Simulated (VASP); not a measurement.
# In (P6/mmm) in VASP: notebook, part 2 of 2

VASP 6.6.1. The steps go on from the part before.

## 3. Single point, PBEsol

This run uses another cell than the first one, of 25.75 Å³/atom, 0.981 times its volume.

INCAR

```
PREC = Accurate
ENCUT = 520
EDIFF = 1E-6
ISMEAR = -1
SIGMA = 0.08
LREAL = F
LASPH = T
NELM = 60
ALGO = Normal
ISIF = 2
LWAVE = F
LCHARG = F
GGA = PS
NBANDS = 12
```

KPOINTS

```
regular mesh
0
Gamma
  14 14 13
```

POSCAR

```
In
1.0
    3.1544011486      0.0000000000      0.0000000000
   -1.5772005743      2.7317915285      0.0000000000
    0.0000000000      0.0000000000      2.9885440701
In
1
Direct
    0.0000000000      0.0000000000      0.0000000000
```

Potentials or basis: VASP PAW PBE potentials, release 64 (In_d).

Launch:

```bash
> cat potpaw_PBE.64/In_d/POTCAR > POTCAR
> mpirun -np 1 vasp_std > vasp.out
```

OUTCAR:

```text
PREC = Accurate
   ENCUT = 520
   EDIFF = 1E-6
   ISMEAR = -1
   LREAL = F
   LASPH = T
   NELM = 60
   ISIF = 2
   GGA = PS

 ion  position               nearest neighbor table
   1  0.000  0.000  0.000-

  LATTYP: Found a hexagonal cell.
 ALAT       =     3.1544011486
 C/A-ratio  =     0.9474204229

  Lattice vectors:

 A1 = (   3.1544011486,   0.0000000000,   0.0000000000)
 A2 = (  -1.5772005743,   2.7317915285,   0.0000000000)
 A3 = (   0.0000000000,   0.0000000000,   2.9885440701)

Analysis of symmetry for initial positions (statically):
=====================================================================
 Subroutine PRICEL returns:
 Original cell was already a primitive cell.

 Routine SETGRP: Setting up the symmetry group for a
 hexagonal supercell.

 Subroutine GETGRP returns: Found 24 space group operations
 (whereof 24 operations were pure point group operations)
 out of a pool of 24 trial point group operations.

The static configuration has the point symmetry D_6h.

[... 166 lines left out ...]
  band No.  band energies     occupation
      1      -7.5910      2.00000
      2      -7.1781      2.00000
      3      -7.1781      2.00000
      4      -6.7652      2.00000
      5      -6.7652      2.00000
      6      -2.2544      2.00000
      7      14.7894      0.00000
      8      17.4178      0.00000
      9      17.4178      0.00000
     10      18.3339      0.00000
     11      19.3138      0.00000
     12      21.5319      0.00000
[... 331 lines left out ...]
 k-point    24 :       0.3571    0.2857    0.0000
  band No.  band energies     occupation
      1      -7.3526      2.00000
      2      -7.0814      2.00000
      3      -6.9641      2.00000
      4      -6.9223      2.00000
      5      -6.8907      2.00000
      6       3.8799      2.00000
      7       5.5190      2.00000
      8       6.8577      1.99795
      9      20.4803      0.00000
     10      21.8925      0.00000
     11      22.7869      0.00000
     12      23.9468      0.00000

 [... further k-points ...]

------------------------ aborting loop because EDIFF is reached ----------------------------------------

  FORCE on cell =-STRESS in cart. coord.  units (eV):
  Direction    XX          YY          ZZ          XY          YZ          ZX
  --------------------------------------------------------------------------------------
  -------------------------------------------------------------------------------------
  Total        0.1445802      0.1445802      0.1459302      0.0000000      0.0000000     -0.0000000
  in kB        8.9948791      8.9948791      9.0788646      0.0000000      0.0000000     -0.0000000
  external PRESSURE =       9.0228743 kB  Pullay stress =       0.0000000 kB

 VOLUME and BASIS-vectors are now :
 -----------------------------------------------------------------------------
  energy-cutoff  :      520.00
  volume of cell :       25.75
      direct lattice vectors                 reciprocal lattice vectors
     3.154401149  0.000000000  0.000000000     0.317017384  0.183030072  0.000000000
    -1.577200574  2.731791529  0.000000000     0.000000000  0.366060144  0.000000000
     0.000000000  0.000000000  2.988544070     0.000000000  0.000000000  0.334611094

 POSITION                                       TOTAL-FORCE (eV/Angst)
 -----------------------------------------------------------------------------------
      0.00000      0.00000      0.00000        -0.000000      0.000000      0.000000
 -----------------------------------------------------------------------------------
    total drift:                                0.000000     -0.000000      0.000000

  FREE ENERGIE OF THE ION-ELECTRON SYSTEM (eV)
  ---------------------------------------------------
  free  energy   TOTEN  =        -2.9376169329 eV

  energy  without entropy=       -2.9255814567  energy(sigma->0) =       -2.93159919
```

stdout:

```text
POSCAR found type information on POSCAR In
 POSCAR found :  1 types and       1 ions
 scaLAPACK will be used
 -----------------------------------------------------------------------------
|                                                                             |
|                                                                             |
|     You enforced a specific xc type in the INCAR file but a different       |
|     I HOPE YOU KNOW WHAT YOU ARE DOING!                                     |
|                                                                             |
 -----------------------------------------------------------------------------

 LDA part: xc-table for (Slater+PW92), standard interpolation
 POSCAR, INCAR and KPOINTS ok, starting setup
 FFT: planning ... GRIDC
 FFT: planning ... GRID_SOFT
 FFT: planning ... GRID
 WAVECAR not read
 entering main loop
```

It took 22 s on 1 thread of Intel Xeon Platinum 8259CL at 2.50GHz (Skylake/Cascade Lake), shared host; peak memory 0.17 GiB.

What came out:

```
Free energy : -2.9376 eV
Pressure    : 0.9 GPa
```

Levels at points of the mesh, in eV from the Fermi level:
| k point | band 3 | band 4 | band 5 | band 6 | band 7 | band 8 | band 9 | band 10 |
| --- | --- | --- | --- | --- | --- | --- | --- | --- |
| (0.00, 0.00, 0.00) | -14.59 | -14.17 | -14.17 | -9.66 | 7.38 | 10.01 | 10.01 | 10.93 |
| (0.50, 0.00, 0.00) | -14.38 | -14.22 | -14.13 | -4.47 | -3.48 | 5.54 | 9.19 | 11.84 |

Caveat: the PAW data sets were made with another functional, which shifts forces and pressure a little; spin-orbit coupling is left out, which moves the levels of the heavy elements.

## 4. Single point, PBEsol

This run uses another cell than the first one, of 25.75 Å³/atom, 0.981 times its volume.

INCAR

```
  PREC = Accurate
  ENCUT = 520
  EDIFF = 1E-7
  ISMEAR = -1
  SIGMA = 0.08
  LREAL = F
  LASPH = T
  NELM = 80
  ALGO = Normal
  ISIF = 2
  LWAVE = F
  LCHARG = F
  GGA = PS
  NBANDS = 12
```

KPOINTS is that of step 3.

Edit POSCAR of step 3 so:

```diff
@@ -4,3 +4,3 @@
    -1.5772005743      2.7317915285      0.0000000000
-    0.0000000000      0.0000000000      2.9885440701
+    0.0000000000      0.0000000000      2.9885440702
 In
```

Launch:

```bash
> cat potpaw_PBE.64/In_d/POTCAR > POTCAR
> mpirun -np 1 vasp_std > vasp.out
```

It took 36 s on 1 thread of Intel Xeon Platinum 8259CL at 2.50GHz (Skylake/Cascade Lake), shared host; peak memory 0.17 GiB.

The run converged. Its results:

| Item | Value |
| --- | --- |
| Free energy | -2.9376 eV |
| Pressure | 0.9 GPa |

Levels at points of the mesh, in eV from the Fermi level:
```csv
k point,band 4,band 5,band 6,band 7,band 8,band 9
"(0.00, 0.00, 0.00)",-14.17,-14.17,-9.66,7.38,10.01,10.01
"(0.50, 0.00, 0.00)",-14.22,-14.13,-4.47,-3.48,5.54,9.19
```

Caveat: the PAW data sets were made with another functional, which shifts forces and pressure a little; spin-orbit coupling is left out, which moves the levels of the heavy elements.
